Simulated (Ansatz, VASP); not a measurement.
One calculation of PbS, two programs

The input INCAR:

```
PREC = Accurate
ENCUT = 520
EDIFF = 1E-6
ISMEAR = 0
SIGMA = 0.01
LREAL = F
LASPH = T
NELM = 60
ALGO = Normal
ISIF = 2
LWAVE = F
LCHARG = F
GGA = CA
NBANDS = 28
```

Contents of KPOINTS:

```
Automatic mesh
0
Gamma
  12 12 4
```

File POSCAR:

```
PbS
1.0
    2.0429167601     -3.5384929633      0.0000000000
    2.0429167601      3.5384929633      0.0000000000
    0.0000000000      0.0000000000      7.4692077002
Pb S
2 2
Direct
   -0.0000017297      1.0000017297      0.4829158624
    1.0000017297     -0.0000017297      0.9829158624
    0.6666675253      0.3333324747      0.6962841376
    0.3333324747      0.6666675253      0.1962841376
```

Input for Ansatz:

```yaml
crystal:
  lattice:
    - [2.0429167601, -3.5384929633, 0.0]
    - [2.0429167601, 3.5384929633, 0.0]
    - [0.0, 0.0, 7.4692077002]
  atoms:
    - { symbol: Pb, position: [-1.7297e-06, 1.0000017297, 0.4829158624] }
    - { symbol: Pb, position: [1.0000017297, -1.7297e-06, 0.9829158624] }
    - { symbol: S, position: [0.6666675253, 0.3333324747, 0.6962841376] }
    - { symbol: S, position: [0.3333324747, 0.6666675253, 0.1962841376] }
kpoints:
  mp_grid: { grid: [12, 12, 4] }
  band_path:
    path:
      - [0.0, 0.0, 0.0]
      - [-4.0511e-06, 0.5000010128, 0.0]
      - [-0.33333941, 0.6666707178, 0.0]
      - [0.0, 0.0, 0.5]
      - [-4.0511e-06, 0.5000010128, 0.5]
      - [-0.33333941, 0.6666707178, 0.5]
      - [-0.0625, 0.054688, 0.0]
      - [-4.051e-07, 0.0500001013, 0.0]
    npoints: 1
hamiltonian:
  xc: lda
scf:
  occupations: { method: fixed }
  n_extra_bands: 5
output:
  forces: true
  stress: true
  eigenvalues: true
  write_density: true
  write_potential: true
  elf: true
  volumetric_format: npy
```

Alike in both runs: task single point; functional LDA; k mesh 12 × 12 × 4; no spin polarisation.

|  | VASP | Ansatz |
| --- | --- | --- |
| version | VASP 6.6.1 | Ansatz 0.2.0 |
| potentials or method | VASP PAW LDA potentials, release 64 (Pb_d, S) | plane waves, PAW |
| plane-wave cutoff (eV) | 520 | 420 |
| occupations | gaussian, width 0.01 eV | fixed |
| valence electrons in the cell | 40 | 40 |

Ansatz gave:

- gap on the k mesh at the Fermi level (eV): 0.24
- pressure (GPa): -2.6
- traceless stress, the component that is largest in VASP (GPa): -0.31
- rms of the force components (eV/Å): 0.031

Question: Estimate VASP's values.

Answer: gap on the k mesh at the Fermi level (eV): 0.22; pressure (GPa): -2.5; traceless stress, the component that is largest in VASP (GPa): -0.28; rms of the force components (eV/Å): 0.026.

LDA's correlation is that of Perdew and Zunger in VASP and of Perdew and Wang (1992) in Ansatz. Atom by atom the forces differ by 0.005 eV/Å (rms over components). Ansatz's warnings: near symmetry operations not taken.

Spin-orbit coupling is off throughout.
